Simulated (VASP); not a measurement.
# V (Fm-3m) in VASP: relaxation of cell and atoms with r2SCAN

Aim: the relaxation of cell and atoms of V with r2SCAN.

Everything below comes from runs of VASP 6.6.1. Logs are shortened: lines on timing, memory, paths and dates and some standing lists are left out, and cuts for length are marked.

### 1 The cell of the first run

The structure is cubic, space group Fm-3m (No. 225). Conventional cell: a = 3.793 Å, b = 3.793 Å, c = 3.793 Å, α = 90.00°, β = 90.00°, γ = 90.00°. V (site symmetry m-3m) has 12 V at 2.68 Å within 3.5 Å.

This isn't the form of V at room conditions, which is bcc.

### 2 Relaxation of cell and atoms, r2SCAN, collinear spin

The input, POSCAR:

```
V
1.0
    0.0000000000      1.8963810953      1.8963810953
    1.8963810953      0.0000000000      1.8963810953
    1.8963810953      1.8963810953      0.0000000000
V
1
Direct
    0.0000000000      0.0000000000      0.0000000000
```

The input, INCAR.step1:

```
PREC = Accurate ; ENCUT = 600
ISMEAR = 0 ; SIGMA = 0.1
LREAL = False ; LASPH = True
NELM = 150 ; ISPIN = 2
MAGMOM = 0.13 ; LMAXMIX = 4
GGA = PE ; ALGO = Normal
EDIFF = 1E-4 ; LWAVE = True
LCHARG = False
```

The input, INCAR.step2:

```
PREC = Accurate ; ENCUT = 600
EDIFF = 1E-6 ; ISMEAR = 0
SIGMA = 0.1 ; LREAL = False
LASPH = True ; NELM = 150
ALGO = Normal ; ISIF = 3
LWAVE = False ; LCHARG = False
ISPIN = 2 ; MAGMOM = 0.13
LORBIT = 11 ; LMAXMIX = 4
METAGGA = R2SCAN ; LMIXTAU = True
IBRION = 2 ; NSW = 100
EDIFFG = -0.005 ; ISTART = 1
```

The input, KPOINTS:

```
regular mesh
0
Gamma
  18 18 18
```

Potentials or basis: VASP PAW PBE potentials, release 64 (V_sv).

Started as:

```
$ cat potpaw_PBE.64/V_sv/POTCAR > POTCAR
$ cp INCAR.step1 INCAR
$ mpirun -np 1 vasp_std > vasp.out
$ cp INCAR.step2 INCAR
$ mpirun -np 1 vasp_std > vasp.out
```

OUTCAR:

```text
PREC = Accurate
   ENCUT = 600
   EDIFF = 1E-6
   ISMEAR = 0
   LREAL = False
   LASPH = True
   NELM = 150
   ISIF = 3
   ISPIN = 2
   LORBIT = 11
   METAGGA = R2SCAN
   IBRION = 2
   NSW = 100
   EDIFFG = -0.005
   ISTART = 1

 ion  position               nearest neighbor table
   1  0.000  0.000  0.000-

  LATTYP: Found a face centered cubic cell.
 ALAT       =     3.7927621906

  Lattice vectors:

 A1 = (   0.0000000000,   1.8963810953,   1.8963810953)
 A2 = (   1.8963810953,   0.0000000000,   1.8963810953)
 A3 = (   1.8963810953,   1.8963810953,   0.0000000000)

Analysis of symmetry for initial positions (statically):
=====================================================================
 Subroutine PRICEL returns:
 Original cell was already a primitive cell.

 Routine SETGRP: Setting up the symmetry group for a
 face centered cubic supercell.

 Subroutine GETGRP returns: Found 48 space group operations
 (whereof 48 operations were pure point group operations)
 out of a pool of 48 trial point group operations.

The static configuration has the point symmetry O_h .

Analysis of symmetry for dynamics (positions and initial velocities):
=====================================================================
 Subroutine PRICEL returns:
 Original cell was already a primitive cell.

 Routine SETGRP: Setting up the symmetry group for a
 face centered cubic supercell.

 Subroutine GETGRP returns: Found 48 space group operations
 (whereof 48 operations were pure point group operations)
 out of a pool of 48 trial point group operations.

The dynamic configuration has the point symmetry O_h .

Analysis of structural, dynamic, and magnetic symmetry:
=====================================================================
 Subroutine PRICEL returns:
 Original cell was already a primitive cell.

 Routine SETGRP: Setting up the symmetry group for a
 face centered cubic supercell.

 Subroutine GETGRP returns: Found 48 space group operations
 (whereof 48 operations were pure point group operations)
 out of a pool of 48 trial point group operations.

The overall configuration has the point symmetry O_h .

 Subroutine INISYM returns: Found 48 space group operations
 (whereof 48 operations are pure point group operations),
 and found     1 'primitive' translations

----------------------------------------------------------------------------------------

                                     Primitive cell

  volume of cell :      13.6398

  direct lattice vectors                    reciprocal lattice vectors
     0.000000000  1.896381095  1.896381095    -0.263660085  0.263660085  0.263660085
     1.896381095  0.000000000  1.896381095     0.263660085 -0.263660085  0.263660085
     1.896381095  1.896381095  0.000000000     0.263660085  0.263660085 -0.263660085

  length of vectors
     2.681887864  2.681887864  2.681887864     0.456672662  0.456672662  0.456672662

  position of ions in fractional coordinates (direct lattice)
     0.000000000  0.000000000  0.000000000

  ion indices of the primitive-cell ions
   primitive index   ion index
                 1           1

----------------------------------------------------------------------------------------

 KPOINTS: regular mesh

Automatic generation of k-mesh.
 Grid dimensions read from file:
 generate k-points for:   18   18   18

 Generating k-lattice:

  Cartesian coordinates                     Fractional coordinates (reciprocal lattice)
    -0.014647782  0.014647782  0.014647782     0.055555556  0.000000000  0.000000000
     0.014647782 -0.014647782  0.014647782     0.000000000  0.055555556  0.000000000
     0.014647782  0.014647782 -0.014647782     0.000000000  0.000000000  0.055555556

  Length of vectors
     0.025370703  0.025370703  0.025370703

  Shift w.r.t. Gamma in fractional coordinates (k-lattice)
     0.000000000  0.000000000  0.000000000

 Subroutine IBZKPT returns following result:
 ===========================================

 Found    195 irreducible k-points:

 Following reciprocal coordinates:
            Coordinates               Weight
  0.000000  0.000000  0.000000      1.000000
  0.055556  0.000000  0.000000      8.000000
  0.111111  0.000000  0.000000      8.000000
  0.166667  0.000000  0.000000      8.000000
  0.222222  0.000000  0.000000      8.000000
  0.277778  0.000000  0.000000      8.000000
[... 16 lines left out ...]
 -0.277778  0.055556  0.000000     24.000000
 -0.222222  0.055556  0.000000     24.000000
 [... further k-points ...]
   k-points           NKPTS =    195   k-points in BZ     NKDIM =    195   number of bands    NBANDS=     10
   number of dos      NEDOS =    301   number of ions     NIONS =      1
   total plane-waves  NPLWV =  13824
   dimension x,y,z NGX =    24 NGY =   24 NGZ =   24
   dimension x,y,z NGXF=    48 NGYF=   48 NGZF=   48
   ions per type =               1
   NGX,Y,Z   is equivalent  to a cutoff of  14.88, 14.88, 14.88 a.u.
   NGXF,Y,Z  is equivalent  to a cutoff of  29.75, 29.75, 29.75 a.u.
 SYSTEM =  unknown system
   PREC   = accura    normal or accurate (medium, high low for compatibility)
   ISTART =      1    job   : 0-new  1-cont  2-samecut
   ICHARG =      0    charge: 1-file 2-atom 10-const
   ISPIN  =      2    spin polarized calculation?
   LNONCOLLINEAR =      F non collinear calculations
   LSORBIT =      F    spin-orbit coupling
   LASPH  =      T    aspherical Exc in radial PAW
   ENCUT  =  600.0 eV  44.10 Ry    6.64 a.u.   5.36  5.36  5.36*2*pi/ulx,y,z
   NELM   =    150;   NELMIN=  2; NELMDL=  0     # of ELM steps
   EDIFF  = 0.1E-05   stopping-criterion for ELM
   LREAL  =      F    real-space projection
   EDIFFG = -.5E-02   stopping-criterion for IOM
   NSW    =    100    number of steps for IOM
   IBRION =      2    ionic relax: 0-MD 1-quasi-New 2-CG
   NFREE  =      1    steps in history (QN), initial steepest desc. (CG)
   ISIF   =      3    stress and relaxation
   ISYM   =      2    0-nonsym 1-usesym 2-fastsym
   POTIM  = 0.5000    time-step for ionic-motion
   TEBEG  =    0.0;   TEEND  =   0.0 temperature during run
   PSTRESS=    0.0 pullay stress
   NELECT =      13.0000    total number of electrons
   NUPDOWN=      -1.0000    fix difference up-down
   EMIN   =  10.00;   EMAX   =-10.00  energy-range for DOS
   EFERMI =   0.00;   METHOD = LEGACY
   ISMEAR =     0;   SIGMA  =   0.10  broadening in eV -4-tet -1-fermi 0-gaus
   EFERMI_NEDOS =   21; number of points for ismear=-14 and -15
   IALGO  =     38    algorithm
   IMIX   =      4    mixing-type and parameters
     AMIX     =   0.40;   BMIX     =  1.00
     AMIX_MAG =   1.60;   BMIX_MAG =  1.00
  volume/ion in A,a.u.               =      13.64        92.05
  Fermi-wavevector in a.u.,A,eV,Ry     =   1.611092  3.044522 35.315518  2.595617
  Thomas-Fermi vector in A             =   2.706538
   LORBIT       =     11    0 simple, 1 ext, 2 COOP (PROOUT), +10 PAW based schemes
   METAGGA = R2SCAN    functional components
   LHFCALC =     F    Hartree Fock is set to
   AEXX    =    0.0000 exact exchange contribution
   IVDW    =     0    specifies the selected vdW correction
   LEPSILON=     F    determine dielectric tensor
   LRPA    =     F    only Hartree local field effects (RPA)
 conjugate gradient relaxation of ions
 spin polarized calculation
 Gauss-broadening in eV      SIGMA  =   0.10
  energy-cutoff  :      600.00
  volume of cell :       13.64
 maximum number of plane-waves:       469
 NGX is ok and might be reduce to    24
   NGX = 11   NGY = 11   NGZ = 11

--------------------------------------- Ionic step        1  -------------------------------------------

 number of electron      12.9999997 magnetization      -0.0000065

 Free energy of the ion-electron system (eV)
  ---------------------------------------------------
  ext. energy  EPLUGINS =         0.00000000
  ---------------------------------------------------
  free energy    TOTEN  =       -13.89277115 eV

  energy without entropy =      -13.88452696  energy(sigma->0) =      -13.88864905

------------------------ aborting loop because EDIFF is reached ----------------------------------------

  FORCE on cell =-STRESS in cart. coord.  units (eV):
  Direction    XX          YY          ZZ          XY          YZ          ZX
  --------------------------------------------------------------------------------------
  -------------------------------------------------------------------------------------
  Total        0.1456717      0.1456717      0.1456717      0.0000000      0.0000000      0.0000000
  in kB       17.1111394     17.1111394     17.1111394      0.0000000      0.0000000      0.0000000
  external PRESSURE =      17.1111394 kB  Pullay stress =       0.0000000 kB

 VOLUME and BASIS-vectors are now :
 -----------------------------------------------------------------------------
  energy-cutoff  :      600.00
  volume of cell :       13.64
      direct lattice vectors                 reciprocal lattice vectors
     0.000000000  1.896381095  1.896381095    -0.263660085  0.263660085  0.263660085
     1.896381095  0.000000000  1.896381095     0.263660085 -0.263660085  0.263660085
     1.896381095  1.896381095  0.000000000     0.263660085  0.263660085 -0.263660085
[... 36 lines left out ...]
 POSITION                                       TOTAL-FORCE (eV/Angst)
 -----------------------------------------------------------------------------------
      0.00000      0.00000      0.00000        -0.000000     -0.000000     -0.000000
 -----------------------------------------------------------------------------------
    total drift:                               -0.000000      0.000000      0.000000

  FREE ENERGIE OF THE ION-ELECTRON SYSTEM (eV)
  ---------------------------------------------------
  free  energy   TOTEN  =       -13.8922941314 eV

  energy  without entropy=      -13.8840474758  energy(sigma->0) =      -13.88817080

--------------------------------------- Ionic step        3  -------------------------------------------

 number of electron      12.9999997 magnetization      -0.0000000

 Free energy of the ion-electron system (eV)
  ---------------------------------------------------
  ext. energy  EPLUGINS =         0.00000000
  ---------------------------------------------------
  free energy    TOTEN  =       -13.89343443 eV

  energy without entropy =      -13.88518670  energy(sigma->0) =      -13.88931056

 E-fermi :   9.7325     XC(G=0): -13.9381

 val. band max:        9.7232253500   @ k =  -0.0556   0.0556   0.0000
 cond. band min:       9.7345363331   @ k =  -0.3889   0.1667   0.0556
 fundamental gap:      0.0113109831
 Fermi energy:         9.7325081290

 spin component 1

 k-point     1 :       0.0000    0.0000    0.0000
  band No.  band energies     occupation
      1     -56.9746      1.00000
      2     -29.1658      1.00000
      3     -29.1658      1.00000
      4     -29.1658      1.00000
      5       2.3836      1.00000
      6       9.9097      0.00610
      7       9.9097      0.00610
      8       9.9097      0.00610
      9      11.9025      0.00000
     10      11.9025      0.00000

 k-point     2 :       0.0556    0.0000    0.0000
  band No.  band energies     occupation
      1     -56.9693      1.00000
      2     -29.1931      1.00000
      3     -29.1692      1.00000
      4     -29.1691      1.00000
      5       2.5050      1.00000
      6       9.8414      0.06170
      7       9.9519      0.00096
      8       9.9519      0.00096
      9      11.8762      0.00000
     10      11.8762      0.00000
[... 274 lines left out ...]
 k-point    24 :      -0.2222    0.0556    0.0000
  band No.  band energies     occupation
      1     -56.8882      1.00000
      2     -29.5876      1.00000
      3     -29.2463      1.00000
      4     -29.2090      1.00000
      5       4.4756      1.00000
      6       9.0540      1.00000
      7      10.2259      0.00000
      8      10.3270      0.00000
      9      11.6513      0.00000
     10      12.1938      0.00000

 [... further k-points ...]

 spin component 2

 k-point     1 :       0.0000    0.0000    0.0000
  band No.  band energies     occupation
      1     -56.9746      1.00000
      2     -29.1658      1.00000
      3     -29.1658      1.00000
      4     -29.1658      1.00000
      5       2.3836      1.00000
      6       9.9097      0.00610
      7       9.9097      0.00610
      8       9.9097      0.00610
      9      11.9025      0.00000
     10      11.9025      0.00000

 k-point     2 :       0.0556    0.0000    0.0000
  band No.  band energies     occupation
      1     -56.9693      1.00000
      2     -29.1931      1.00000
      3     -29.1692      1.00000
      4     -29.1691      1.00000
      5       2.5050      1.00000
      6       9.8414      0.06170
      7       9.9519      0.00096
      8       9.9519      0.00096
      9      11.8762      0.00000
     10      11.8762      0.00000
[... 308 lines left out ...]
 POSITION                                       TOTAL-FORCE (eV/Angst)
 -----------------------------------------------------------------------------------
      0.00000      0.00000      0.00000         0.000000      0.000000      0.000000
 -----------------------------------------------------------------------------------
    total drift:                                0.000000      0.000000      0.000000

  FREE ENERGIE OF THE ION-ELECTRON SYSTEM (eV)
  ---------------------------------------------------
  free  energy   TOTEN  =       -13.8934344265 eV

  energy  without entropy=      -13.8851867007  energy(sigma->0) =      -13.88931056

 reached required accuracy - stopping structural energy minimisation

 total charge

# of ion       s       p       d       tot
------------------------------------------
    1        2.341   6.245   2.986  11.571

 magnetization (x)

# of ion       s       p       d       tot
------------------------------------------
    1       -0.000  -0.000  -0.000  -0.000
```

It took 4 min on 1 thread of Intel Xeon Platinum 8559C (Emerald Rapids), shared host; peak memory 0.2 GiB.

Results:

- Free energy: -13.8934 eV
- Relaxed volume: 13.76 Å³/atom
- Relaxed cell: a = 2.690 Å, b = 2.690 Å, c = 2.690 Å, α = 60.00°, β = 60.00°, γ = 60.00°
- Space group after relaxing (to 0.1 Å): Fm-3m (No. 225)
- Energy gained by relaxing: 0.7 meV/atom
- Ionic steps: 3
- Pressure after relaxing: 0.0 GPa
- Net moment: 0.00 μB per cell
- Valence electrons inside the program's atomic spheres: V 11.57

Step by step:
```
step  energy change (eV)  largest force (eV/Å)  pressure (GPa)  volume (Å³)
   1              0.0000                0.0000            1.71        13.64
   2              0.0005                0.0000           -2.21        13.93
   3             -0.0007                0.0000            0.00        13.76
```

Final structure:
```cif
data_structure
_symmetry_space_group_name_H-M 'P 1'
_symmetry_Int_Tables_number 1
_cell_length_a 2.6901
_cell_length_b 2.6901
_cell_length_c 2.6901
_cell_angle_alpha 60.000
_cell_angle_beta 60.000
_cell_angle_gamma 60.000
_cell_volume 13.76
loop_
_atom_site_label
_atom_site_type_symbol
_atom_site_fract_x
_atom_site_fract_y
_atom_site_fract_z
_atom_site_occupancy
V1 V 0.00000 0.00000 0.00000 1
```

Levels at points of the mesh, in eV from the Fermi level:
Spin up:
```
           k point  band 2  band 3  band 4  band 5  band 6  band 7  band 8  band 9  band 10
(0.00, 0.00, 0.00)  -38.90  -38.90  -38.90   -7.35    0.18    0.18    0.18    2.17     2.17
(0.50, 0.00, 0.00)  -39.77  -39.01  -39.01   -3.57    0.14    0.14    0.63    3.28     3.28
(0.50, 0.50, 0.00)  -39.71  -39.20  -39.20   -3.62   -2.81    3.36    3.41    3.52     3.52
```
Spin down:
```tsv
k point	band 4	band 5	band 6	band 7	band 8	band 9
(0.00, 0.00, 0.00)	-38.90	-7.35	0.18	0.18	0.18	2.17
(0.50, 0.00, 0.00)	-39.01	-3.57	0.14	0.14	0.63	3.28
(0.50, 0.50, 0.00)	-39.20	-3.62	-2.81	3.36	3.41	3.52
```

Caveat: the PAW data sets were made with another functional, which shifts forces and pressure a little.
